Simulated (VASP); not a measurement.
# HfN: single point with PBEsol

The system is HfN.

```
Hf N
1.0
     0.00000    2.41447    2.41447
     2.41447    0.00000    2.41447
     2.41447    2.41447    0.00000
Hf N
1 1
Direct
  0.00000 0.00000 0.00000
  0.75000 0.75000 0.75000
```

* Program: VASP 6.6.1
* Task: single point
* Functional: PBEsol
* Potentials or basis: VASP PAW PBE potentials, release 64 (Hf_pv, N)
* Cutoff: 520 eV
* k mesh: 11 × 11 × 11
* Occupations: methfessel-paxton, width 0.1 eV
* Spin: no spin polarisation
* Dipole correction: no
* Further INCAR settings: ALGO = Normal; EDIFF = 1e-06; NBANDS = 14

- Pressure: 4.3 GPa

Levels at points of the mesh, in eV from the Fermi level:
```tsv
k point	band 5	band 6	band 7	band 8	band 9	band 10
(0.00, 0.00, 0.00)	-5.61	-5.61	-5.61	-0.53	2.40	2.40
```

Wall time 40 s on 1 thread of Intel Xeon 8259CL, with other jobs on the host, peak memory 0.17 GiB.

Caveat: the PAW data sets were made with another functional, which shifts forces and pressure a little; spin-orbit coupling is left out, which moves the levels of the heavy elements.
